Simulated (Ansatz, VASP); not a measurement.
## One calculation of SrTiO3, two programs

```
Sr Ti O
1.0
    -2.77816    2.77816    3.94552
     2.77816   -2.77816    3.94552
     2.77816    2.77816   -3.94552
Sr Ti O
2 2 6
Cartesian
  0.0000 2.7782 1.9728
  2.7782 0.0000 1.9728
  0.0000 0.0000 0.0000
  0.0000 0.0000 3.9455
  0.0000 0.0000 1.9728
  0.0000 0.0000 5.9183
  1.2725 4.0507 0.0000
  1.5056 1.2725 0.0000
  1.5056 -1.2725 3.9455
  1.2725 1.5056 3.9455
```

Alike in both runs: functional PBE; k mesh 8 × 8 × 8; occupations gaussian, width 0.02 eV; no spin polarisation.

Ansatz relaxed the structure, and its values are those at the end. VASP's run is a single point on that final structure, the one shown.

|  | VASP | Ansatz |
| --- | --- | --- |
| version | VASP 6.6.1 | Ansatz 0.2.0 |
| potentials or method | VASP PAW PBE potentials, release 64 (Sr_sv, Ti_sv, O), cutoff 520 eV | scalar-relativistic, plane waves, PAW |
| valence electrons in the cell | 80 | 80 |

```csv
,VASP,Ansatz,Ansatz less VASP
gap on the k mesh at the Fermi level (eV),1.89,1.92,+0.028
least direct gap on the mesh (eV),1.89,1.92,+0.030
pressure (GPa),0.6,0.0,-0.62
```
